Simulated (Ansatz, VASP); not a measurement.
## One calculation of Mg3Sb2, two programs

```
Mg Sb
1.0
     4.55176    0.00000    0.00000
    -2.27588    3.94194    0.00000
     0.00000    0.00000    7.18428
Mg Sb
3 2
Direct
  0.33333 0.66667 0.63250
  0.66667 0.33333 0.36750
  0.00000 0.00000 0.00000
  0.33333 0.66667 0.22421
  0.66667 0.33333 0.77579
```

Alike in both runs: task single point; functional PBEsol; k mesh 9 × 9 × 6; occupations gaussian, width 0.01 eV; no spin polarisation.

|  | VASP | Ansatz |
| --- | --- | --- |
| version | VASP 6.6.1 | Ansatz 0.2.0 |
| potentials or method | VASP PAW PBE potentials, release 64 (Mg, Sb), cutoff 600 eV | scalar-relativistic, plane waves, PAW |
| valence electrons in the cell | 16 | 60 |

```csv
,VASP,Ansatz,Ansatz less VASP
gap on the k mesh at the Fermi level (eV),0.10,0.12,+0.020
least direct gap on the mesh (eV),1.10,1.09,-0.007
pressure (GPa),0.1,0.0,-0.13
rms of the force components (eV/Å),0.007,0.001,-0.0061
```

VASP's potentials were made for PBE, not for PBEsol. Atom by atom the forces differ by 0.007 eV/Å (rms over components). The functional is the same, so the differences come from potentials, cutoffs and numerics. VASP's potentials hold 16 valence electrons a cell and Ansatz's 60, so a difference there can come from the potentials and not from the codes.

Spin-orbit coupling is off throughout.
